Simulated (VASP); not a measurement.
Here is a VASP 6.6.1 calculation.

INCAR

```
PREC = Accurate
ENCUT = 520
EDIFF = 1E-6
ISMEAR = 0
SIGMA = 0.02
LREAL = False
LASPH = True
NELM = 60
ALGO = Normal
ISIF = 2
LWAVE = False
LCHARG = False
GGA = PE
NBANDS = 11
```

Contents of KPOINTS:

```
Automatic mesh
0
Gamma
  10 10 10
```

POSCAR

```
Si
1.0
    0.0000000000      2.6605631966      2.6605631966
    2.6605631966      0.0000000000      2.6605631966
    2.6605631966      2.6605631966      0.0000000000
Si
2
Direct
    0.5000000000      0.5000000000      0.5000000000
    0.7500000000      0.7500000000      0.7500000000
```

Potentials or basis: VASP PAW PBE potentials, release 64 (Si).

Command:

```bash
$ cat potpaw_PBE.64/Si/POTCAR > POTCAR
$ mpirun -np 1 vasp_std > vasp.out
```

(1) What does it give for the band gap on the k mesh?

(2) Predict the pressure.

## Answers

(1) 0.47 eV, indirect (least direct gap 2.59 eV).

(2) 8.7 GPa.

Caveat: the cell differs from its parent crystal (strained).
